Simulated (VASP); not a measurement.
# NiO (R-3m) in VASP: further runs

Aim: see how the results for NiO move with the level of theory and the settings. Levels: PBE, r2SCAN. Tasks: single point, relaxation of cell and atoms.

Program: VASP 6.6.1. These are calculated values, not measurements. Logs are shortened: lines on timing, memory, paths and dates and some standing lists are left out, and cuts for length are marked.

### 1 The cell of the first run

The typed cell holds 2 atoms: a = 2.983 Å, b = 2.983 Å, c = 2.983 Å, α = 60.02°, β = 60.02°, γ = 60.02°.

### 2 Single point, PBE, collinear spin, ferromagnetic start

INCAR reads:

```
PREC     = Accurate       # precision mode
ENCUT    = 520            # plane-wave cutoff, eV
EDIFF    = 1E-6           # SCF threshold, eV
ISMEAR   = 0              # smearing method
SIGMA    = 0.05           # smearing width, eV
LREAL    = F              # projectors in reciprocal space
LASPH    = T              # aspherical terms in the spheres
NELM     = 150            # most SCF steps
ALGO     = Normal         # electronic algorithm
ISIF     = 2              # what is computed and relaxed
LWAVE    = F              # write WAVECAR
LCHARG   = F              # write CHGCAR
ISPIN    = 2              # spin polarisation
MAGMOM   = 2 0            # initial moments
LORBIT   = 11             # projections on sites
LMAXMIX  = 4              # l up to which the mixer works
GGA      = PE             # functional
NBANDS   = 19             # bands
```

KPOINTS reads:

```
regular mesh
0
Gamma
  8 8 8
```

POSCAR reads:

```
NiO
1.0
    1.4919913256      0.8614015935      2.4354419889
   -1.4919913256      0.8614015935      2.4354419889
    0.0000000000     -1.7228031870      2.4354419889
Ni O
1 1
Direct
    1.0000000000      0.0000000000      0.0000000000
    0.5000000000      0.5000000000      0.5000000000
```

Potentials or basis: VASP PAW PBE potentials, release 64 (Ni, O).

Command:

```bash
cat potpaw_PBE.64/Ni/POTCAR potpaw_PBE.64/O/POTCAR > POTCAR
mpirun -np 1 vasp_std > vasp.out
```

OUTCAR:

```text
PREC = Accurate
   ENCUT = 520
   EDIFF = 1E-6
   ISMEAR = 0
   LREAL = F
   LASPH = T
   NELM = 150
   ISIF = 2
   ISPIN = 2
   LORBIT = 11
   GGA = PE

 ion  position               nearest neighbor table
   1  0.000  0.000  0.000-   2 2.11   2 2.11   2 2.11   2 2.11   2 2.11   2 2.11
   2  0.500  0.500  0.500-   1 2.11   1 2.11   1 2.11   1 2.11   1 2.11   1 2.11

  LATTYP: Found a trigonal (rhomboedric) cell.
 ALAT       =     2.9831909933
 COS(alpha) =     0.4997345919

  Lattice vectors:

 A1 = (   1.4919913256,   0.8614015935,   2.4354419889)
 A2 = (  -1.4919913256,   0.8614015935,   2.4354419889)
 A3 = (   0.0000000000,  -1.7228031870,   2.4354419889)

Analysis of symmetry for initial positions (statically):
=====================================================================
 Subroutine PRICEL returns:
 Original cell was already a primitive cell.

 Routine SETGRP: Setting up the symmetry group for a
 trigonal (rhombohedral) supercell.

 Subroutine GETGRP returns: Found 12 space group operations
 (whereof 12 operations were pure point group operations)
 out of a pool of 12 trial point group operations.

The static configuration has the point symmetry D_3d.

Analysis of symmetry for dynamics (positions and initial velocities):
=====================================================================
 Subroutine PRICEL returns:
 Original cell was already a primitive cell.

 Routine SETGRP: Setting up the symmetry group for a
 trigonal (rhombohedral) supercell.

 Subroutine GETGRP returns: Found 12 space group operations
 (whereof 12 operations were pure point group operations)
 out of a pool of 12 trial point group operations.

The dynamic configuration has the point symmetry D_3d.

Analysis of structural, dynamic, and magnetic symmetry:
=====================================================================
 Subroutine PRICEL returns:
 Original cell was already a primitive cell.

 Routine SETGRP: Setting up the symmetry group for a
 trigonal (rhombohedral) supercell.

 Subroutine GETGRP returns: Found 12 space group operations
 (whereof 12 operations were pure point group operations)
 out of a pool of 12 trial point group operations.

The overall configuration has the point symmetry D_3d.

 Subroutine INISYM returns: Found 12 space group operations
 (whereof 12 operations are pure point group operations),
 and found     1 'primitive' translations

[... 115 lines left out ...]
  volume/ion in A,a.u.               =       9.39        63.37
  Fermi-wavevector in a.u.,A,eV,Ry     =   1.551962  2.932783 32.770814  2.408587
  Thomas-Fermi vector in A             =   2.656406
   LORBIT       =     11    0 simple, 1 ext, 2 COOP (PROOUT), +10 PAW based schemes
   GGA     = PE    functional components
   LHFCALC =     F    Hartree Fock is set to
   AEXX    =    0.0000 exact exchange contribution
   IVDW    =     0    specifies the selected vdW correction
   LEPSILON=     F    determine dielectric tensor
   LRPA    =     F    only Hartree local field effects (RPA)
 spin polarized calculation
 Gauss-broadening in eV      SIGMA  =   0.05
  energy-cutoff  :      520.00
  volume of cell :       18.78
 maximum number of plane-waves:       531
 NGX is ok and might be reduce to    24
   NGX = 11   NGY = 11   NGZ = 11

 number of electron      16.0000015 magnetization       1.8491320

 Free energy of the ion-electron system (eV)
  ---------------------------------------------------
  ext. energy  EPLUGINS =         0.00000000
  ---------------------------------------------------
  free energy    TOTEN  =       -11.48219325 eV

  energy without entropy =      -11.48136891  energy(sigma->0) =      -11.48178108

 E-fermi :   7.4902     XC(G=0): -12.5005

 val. band max:        7.3702037778   @ k =   0.3750   0.3750   0.3750
 cond. band min:       7.4974317257   @ k =  -0.2500   0.2500   0.0000
 fundamental gap:      0.1272279479
 Fermi energy:         7.4901990717

 spin component 1

 k-point     1 :       0.0000    0.0000    0.0000
  band No.  band energies     occupation
      1     -12.6145      1.00000
      2       4.2728      1.00000
      3       4.2728      1.00000
      4       4.5998      1.00000
      5       4.5998      1.00000
      6       4.6024      1.00000
[... 517 lines left out ...]
     18      36.8614      0.00000
     19      38.9000      0.00000

 [... further k-points ...]

 spin component 2

 k-point     1 :       0.0000    0.0000    0.0000
  band No.  band energies     occupation
      1     -12.1346      1.00000
      2       5.1529      1.00000
      3       5.1529      1.00000
      4       5.1557      1.00000
      5       5.6655      1.00000
      6       5.6655      1.00000
[... 517 lines left out ...]
     18      37.2144      0.00000
     19      39.4953      0.00000

 [... further k-points ...]

------------------------ aborting loop because EDIFF is reached ----------------------------------------

  FORCE on cell =-STRESS in cart. coord.  units (eV):
  Direction    XX          YY          ZZ          XY          YZ          ZX
  --------------------------------------------------------------------------------------
  -------------------------------------------------------------------------------------
  Total       -0.0198905     -0.0198905     -0.0146887      0.0000000      0.0000000      0.0000000
  in kB       -1.6968946     -1.6968946     -1.2531249      0.0000000      0.0000000      0.0000000
  external PRESSURE =      -1.5489714 kB  Pullay stress =       0.0000000 kB

 VOLUME and BASIS-vectors are now :
 -----------------------------------------------------------------------------
  energy-cutoff  :      520.00
  volume of cell :       18.78
      direct lattice vectors                 reciprocal lattice vectors
     1.491991326  0.861401594  2.435441989     0.335122592  0.193483119  0.136867696
    -1.491991326  0.861401594  2.435441989    -0.335122592  0.193483119  0.136867696
     0.000000000 -1.722803187  2.435441989     0.000000000 -0.386966237  0.136867696

 POSITION                                       TOTAL-FORCE (eV/Angst)
 -----------------------------------------------------------------------------------
      0.00000      0.00000      0.00000        -0.000000     -0.000000      0.000000
      0.00000      0.00000      3.65316         0.000000      0.000000      0.000000
 -----------------------------------------------------------------------------------
    total drift:                               -0.000000      0.000000     -0.000000

  FREE ENERGIE OF THE ION-ELECTRON SYSTEM (eV)
  ---------------------------------------------------
  free  energy   TOTEN  =       -11.4821932543 eV

  energy  without entropy=      -11.4813689107  energy(sigma->0) =      -11.48178108

 total charge

# of ion       s       p       d       tot
------------------------------------------
    1        0.323   0.383   8.218   8.925
    2        1.556   3.412   0.000   4.968
--------------------------------------------------
tot          1.879   3.795   8.218  13.893

 magnetization (x)

# of ion       s       p       d       tot
------------------------------------------
    1        0.011   0.015   1.482   1.508
    2        0.028   0.266   0.000   0.294
--------------------------------------------------
tot          0.038   0.281   1.482   1.801
```

stdout:

```text
POSCAR found type information on POSCAR NiO
 POSCAR found :  2 types and       2 ions
 scaLAPACK will be used
 LDA part: xc-table for (Slater+PW92), standard interpolation
 POSCAR, INCAR and KPOINTS ok, starting setup
 FFT: planning ... GRIDC
 FFT: planning ... GRID_SOFT
 FFT: planning ... GRID
 WAVECAR not read
 entering main loop
```

Run time: 86 s. Hardware: 1 thread of Intel Xeon 8259CL, shared host; peak memory 0.17 GiB.

What came out:

- Free energy: -11.4822 eV
- Pressure: -0.2 GPa
- Net moment: 1.85 μB per cell
- Site moments: Ni +1.51; O +0.29 μB
- Valence electrons inside the program's atomic spheres: Ni 8.93; O 4.97

Caveat: a cell with one magnetic atom can't hold antiferromagnetic order, which such compounds often take; semilocal functionals often make such compounds metallic where correlation or magnetic order opens a gap, which also shifts bond lengths. With open d or f shells a metallic result of PBE can be an artefact of self-interaction; +U or a hybrid may open a gap.

### 3 Single point, r2SCAN

This run uses another cell than the first one, of 9.19 Å³/atom.

POSCAR reads:

```
NiO
1.0
    1.4811024619      0.8551149051      2.4176676255
   -1.4811024619      0.8551149051      2.4176676255
    0.0000000000     -1.7102298101      2.4176676255
Ni O
1 1
Direct
    1.0000000000      0.0000000000      0.0000000000
    0.5000000000      0.5000000000      0.5000000000
```

INCAR.step1 reads:

```
ALGO     = Normal         # electronic algorithm
EDIFF    = 1E-4           # SCF threshold, eV
ENCUT    = 520            # plane-wave cutoff, eV
GGA      = PE             # functional
ISMEAR   = 0              # smearing method
LASPH    = True           # aspherical terms in the spheres
LCHARG   = False          # write CHGCAR
LREAL    = False          # projectors in reciprocal space
LWAVE    = True           # write WAVECAR
NBANDS   = 15             # bands
NELM     = 80             # most SCF steps
PREC     = Accurate       # precision mode
SIGMA    = 0.05           # smearing width, eV
```

INCAR.step2 reads:

```
ALGO     = Normal         # electronic algorithm
EDIFF    = 1E-7           # SCF threshold, eV
ENCUT    = 520            # plane-wave cutoff, eV
ISIF     = 2              # what is computed and relaxed
ISMEAR   = 0              # smearing method
ISTART   = 1            
LASPH    = True           # aspherical terms in the spheres
LCHARG   = False          # write CHGCAR
LMIXTAU  = True         
LREAL    = False          # projectors in reciprocal space
LWAVE    = False          # write WAVECAR
METAGGA  = R2SCAN         # meta-GGA
NBANDS   = 15             # bands
NELM     = 80             # most SCF steps
PREC     = Accurate       # precision mode
SIGMA    = 0.05           # smearing width, eV
```

KPOINTS reads:

```
k-points
0
Gamma
  14 14 14
```

Potentials or basis: VASP PAW PBE potentials, release 64 (Ni, O).

Command:

```bash
cat potpaw_PBE.64/Ni/POTCAR potpaw_PBE.64/O/POTCAR > POTCAR
cp INCAR.step1 INCAR
mpirun -np 1 vasp_std > vasp.out
cp INCAR.step2 INCAR
mpirun -np 1 vasp_std > vasp.out
```

It took 5.8 min on 1 thread of Intel Xeon 8259CL, shared host; peak memory 0.22 GiB.

The run converged. Its results:

```
Free energy            : -19.2372 eV
Pressure               : -11.4 GPa
Band gap on the k mesh : zero (bands 8 and 9 overlap by 2.78 eV)
```

Levels at points of the mesh, in eV from the Fermi level:
```tsv
k point	band 4	band 5	band 6	band 7	band 8	band 9	band 10	band 11	band 12	band 13
(0.00, 0.00, 0.00)	-3.33	-2.18	-2.18	-2.17	-1.46	-1.46	2.01	18.57	19.62	19.62
(0.50, 0.00, 0.00)	-5.62	-1.37	-1.37	-1.00	1.33	1.33	6.17	10.70	14.84	14.85
(0.50, 0.50, 0.00)	-4.61	-3.07	-1.15	-1.15	-1.07	-0.57	6.90	11.28	12.85	17.59
(0.50, 0.50, 0.50)	-5.62	-1.37	-1.37	-1.00	1.33	1.33	6.17	10.71	14.84	14.84
```

Caveat: the cell stands under tension; the PAW data sets were made with another functional, which shifts forces and pressure a little; the run has no spin polarisation, though such a crystal can be magnetic; semilocal functionals often make such compounds metallic where correlation or magnetic order opens a gap, which also shifts bond lengths.

### 4 Relaxation of cell and atoms, PBE, collinear spin, ferromagnetic start

This run uses another cell than the first one, of 8.35 Å³/atom.

INCAR reads:

```
SYSTEM = NiO
PREC = Accurate ; ENCUT = 600
EDIFF = 1E-6 ; ISMEAR = 0
SIGMA = 0.05 ; LREAL = .FALSE.
LASPH = .TRUE. ; NELM = 150
ALGO = Normal ; ISIF = 3
LWAVE = .FALSE. ; LCHARG = .FALSE.
ISPIN = 2 ; MAGMOM = 2 0
LORBIT = 11 ; LMAXMIX = 4
GGA = PE ; IBRION = 2
NSW = 80 ; EDIFFG = -0.03
```

KPOINTS reads:

```
regular mesh
0
G
  8 8 8
  0 0 0
```

POSCAR reads:

```
NiO
1.0
    1.4381403700      0.8303107300      2.3308059600
   -1.4381403700      0.8303107300      2.3308059600
    0.0000000000     -1.6606214600      2.3308059600
Ni O
1 1
Direct
    1.0000000000      0.0000000000      0.0000000000
    0.5000000000      0.5000000000      0.5000000000
```

Command:

```bash
cat potpaw_PBE.64/Ni/POTCAR potpaw_PBE.64/O/POTCAR > POTCAR
mpirun -np 1 vasp_std > vasp.out
```

It took 4.5 min on 1 thread of Intel Xeon 8259CL, shared host; peak memory 0.18 GiB.

It converged, with:

| Property | Result |
| --- | --- |
| Free energy | -11.3600 eV |
| Relaxed volume | 9.02 Å³/atom |
| Relaxed cell | a = 2.937 Å, b = 2.937 Å, c = 2.937 Å, α = 60.30°, β = 60.30°, γ = 60.30° |
| Space group after relaxing (to 0.1 Å) | Fm-3m (No. 225) |
| Energy gained by relaxing | 7.9 meV/atom |
| Ionic steps | 5 |
| Pressure after relaxing | 0.1 GPa |
| Band gap on the k mesh | zero (filled and empty bands overlap) |
| Net moment | 0.00 μB per cell |
| Valence electrons inside the program's atomic spheres | Ni 9.07; O 4.94 |

Stress tensor (GPa, compression positive):
```
-0.07  0.00  0.00
 0.00 -0.07  0.00
 0.00  0.00  0.44
```

Step by step:
| step | energy change (eV) | largest force (eV/Å) | pressure (GPa) | volume (Å³) |
| --- | --- | --- | --- | --- |
| 1 | 0.0000 | 0.0000 | 21.02 | 16.70 |
| 2 | 0.0479 | 0.0000 | -13.21 | 19.49 |
| 3 | -0.0107 | 0.0000 | 4.49 | 17.67 |
| 4 | -0.0158 | 0.0000 | -0.59 | 18.09 |
| 5 | -0.0159 | 0.0000 | 0.10 | 18.04 |

Final structure:
```
Ni O
1.0
     1.47525    0.85173    2.39287
    -1.47525    0.85173    2.39287
     0.00000   -1.70347    2.39287
Ni O
1 1
Cartesian
  0.0000 0.0000 0.0000
  0.0000 0.0000 3.5893
```

Levels at points of the mesh, in eV from the Fermi level:
Spin up:
```tsv
k point	band 6	band 7	band 8	band 9	band 10	band 11
(0.00, 0.00, 0.00)	-1.97	-1.95	-1.63	-1.63	1.62	17.81
(0.50, 0.00, 0.00)	-1.12	-0.76	1.22	1.23	5.63	10.06
(0.50, 0.50, 0.00)	-1.24	-0.86	-0.86	-0.70	6.42	10.54
(0.50, 0.50, 0.50)	-1.12	-0.74	1.24	1.24	5.57	10.16
```
Spin down:
| k point | band 4 | band 5 | band 6 | band 7 | band 8 | band 9 | band 10 | band 11 | band 12 | band 13 |
| --- | --- | --- | --- | --- | --- | --- | --- | --- | --- | --- |
| (0.00, 0.00, 0.00) | -3.19 | -1.97 | -1.97 | -1.95 | -1.63 | -1.63 | 1.62 | 17.81 | 19.04 | 19.04 |
| (0.50, 0.00, 0.00) | -5.52 | -1.14 | -1.12 | -0.76 | 1.22 | 1.23 | 5.63 | 10.06 | 14.18 | 14.28 |
| (0.50, 0.50, 0.00) | -4.48 | -2.95 | -1.24 | -0.86 | -0.86 | -0.70 | 6.42 | 10.54 | 12.45 | 16.72 |
| (0.50, 0.50, 0.50) | -5.58 | -1.12 | -1.12 | -0.74 | 1.24 | 1.24 | 5.57 | 10.16 | 14.10 | 14.10 |

Caveat: the moments typed at the start vanished in this run; semilocal functionals often make such compounds metallic where correlation or magnetic order opens a gap, which also shifts bond lengths.

### 5 Single point, r2SCAN, collinear spin, ferromagnetic start (9.11 Å³/atom)

This run uses another cell than the first one, of 9.11 Å³/atom.

POSCAR reads:

```
NiO
1.0
    1.4769312960      0.8527066813      2.4108588509
   -1.4769312960      0.8527066813      2.4108588509
    0.0000000000     -1.7054133626      2.4108588509
Ni O
1 1
Direct
    1.0000000000      0.0000000000      0.0000000000
    0.5000000000      0.5000000000      0.5000000000
```

INCAR.step1 reads:

```
SYSTEM = NiO
PREC     = Accurate       ! precision mode
ENCUT    = 520            ! plane-wave cutoff, eV
ISMEAR   = 0              ! smearing method
SIGMA    = 0.05           ! smearing width, eV
LREAL    = .False.        ! projectors in reciprocal space
LASPH    = .True.         ! aspherical terms in the spheres
NELM     = 150            ! most SCF steps
ISPIN    = 2              ! spin polarisation
MAGMOM   = 1.84 0         ! initial moments
LMAXMIX  = 4              ! l up to which the mixer works
NBANDS   = 19             ! bands
GGA      = PE             ! functional
ALGO     = Normal         ! electronic algorithm
EDIFF    = 1E-4           ! SCF threshold, eV
LWAVE    = .True.         ! write WAVECAR
LCHARG   = .False.        ! write CHGCAR
```

INCAR.step2 reads:

```
SYSTEM = NiO
PREC     = Accurate       ! precision mode
ENCUT    = 520            ! plane-wave cutoff, eV
EDIFF    = 1E-6           ! SCF threshold, eV
ISMEAR   = 0              ! smearing method
SIGMA    = 0.05           ! smearing width, eV
LREAL    = .False.        ! projectors in reciprocal space
LASPH    = .True.         ! aspherical terms in the spheres
NELM     = 150            ! most SCF steps
ALGO     = Normal         ! electronic algorithm
ISIF     = 2              ! what is computed and relaxed
LWAVE    = .False.        ! write WAVECAR
LCHARG   = .False.        ! write CHGCAR
ISPIN    = 2              ! spin polarisation
MAGMOM   = 1.84 0         ! initial moments
LORBIT   = 11             ! projections on sites
LMAXMIX  = 4              ! l up to which the mixer works
METAGGA  = R2SCAN         ! meta-GGA
LMIXTAU  = .True.       
NBANDS   = 19             ! bands
ISTART   = 1
```

KPOINTS reads:

```
regular mesh
0
Gamma
  14 14 14
  0 0 0
```

Command:

```bash
cat potpaw_PBE.64/Ni/POTCAR potpaw_PBE.64/O/POTCAR > POTCAR
cp INCAR.step1 INCAR
mpirun -np 1 vasp_std > vasp.out
cp INCAR.step2 INCAR
mpirun -np 1 vasp_std > vasp.out
```

Run time: 11 min. Hardware: 1 thread of Intel Xeon 8259CL, shared host; peak memory 0.28 GiB.

The run converged. Its results:

- Free energy: -20.1096 eV
- Pressure: 2.0 GPa
- Band gap on the k mesh: 0.71 eV (least direct gap 1.62 eV)
- Net moment: 2.00 μB per cell
- Site moments: Ni +1.69; O +0.28 μB
- Valence electrons inside the program's atomic spheres: Ni 8.93; O 5.05

Levels at points of the mesh, in eV from the valence-band top:
Spin up:
```
           k point  band 5  band 6  band 7  band 8  band 9  band 10  band 11  band 12  band 13  band 14
(0.00, 0.00, 0.00)   -3.10   -3.10   -2.80   -2.80   -2.80     2.19    18.82    19.67    19.67    19.68
(0.50, 0.00, 0.00)   -2.51   -2.51   -1.83    0.00    0.00     6.35    10.94    14.89    14.89    22.18
(0.50, 0.50, 0.00)   -3.88   -3.69   -3.12   -2.18   -2.18     6.81    11.65    12.77    17.77    17.77
(0.50, 0.50, 0.50)   -2.51   -2.51   -1.83    0.00    0.00     6.35    10.94    14.88    14.88    22.18
```
Spin down:
```tsv
k point	band 3	band 4	band 5	band 6	band 7	band 8	band 9	band 10	band 11	band 12
(0.00, 0.00, 0.00)	-2.22	-2.22	-2.12	-2.12	-2.11	0.71	0.71	2.75	18.91	20.00
(0.50, 0.00, 0.00)	-4.43	-4.42	-1.27	-1.27	-0.89	3.50	3.50	6.65	11.76	15.30
(0.50, 0.50, 0.00)	-3.55	-3.55	-3.10	-1.21	-1.21	1.18	1.74	7.45	12.26	13.13
(0.50, 0.50, 0.50)	-4.43	-4.43	-1.27	-1.27	-0.89	3.50	3.50	6.65	11.77	15.29
```

Caveat: semilocal functionals underestimate gaps, and a narrow one can read as zero; the PAW data sets were made with another functional, which shifts forces and pressure a little; a cell with one magnetic atom can't hold antiferromagnetic order, which such compounds often take.

### 6 Summary

| level | spin | cell | k mesh | gap on the mesh (eV) | pressure (GPa) | moment (μB) |
| --- | --- | --- | --- | --- | --- | --- |
| PBE | collinear, ferromagnetic start | a = 2.983 Å, angles 60.0°, 2 atoms | 8 × 8 × 8 | none | -0.2 | 1.85 |
| r2SCAN | off | a = 2.961 Å, angles 60.0°, 2 atoms | 14 × 14 × 14 | none | -11.4 | - |
| r2SCAN | collinear, ferromagnetic start | a = 2.953 Å, angles 60.0°, 2 atoms | 14 × 14 × 14 | 0.71 | 2.0 | 2.00 |

Alike in all rows: task single point; potentials or basis VASP PAW PBE potentials, release 64 (Ni, O); cutoff (eV) 520; smearing gaussian 0.05 eV.

Caveats: a cell with one magnetic atom can't hold antiferromagnetic order, which such compounds often take (at least some runs); semilocal functionals often make such compounds metallic where correlation or magnetic order opens a gap, which also shifts bond lengths (at least some runs); the PAW data sets were made with another functional, which shifts forces and pressure a little (at least some runs); the cell stands under tension (at least some runs); semilocal functionals underestimate gaps, and a narrow one can read as zero (at least some runs).

Total energies depend on the potentials used, so only differences within one code and one set of settings carry meaning.

The gap in the log of VASP goes by the Fermi energy; the results here count the filled bands.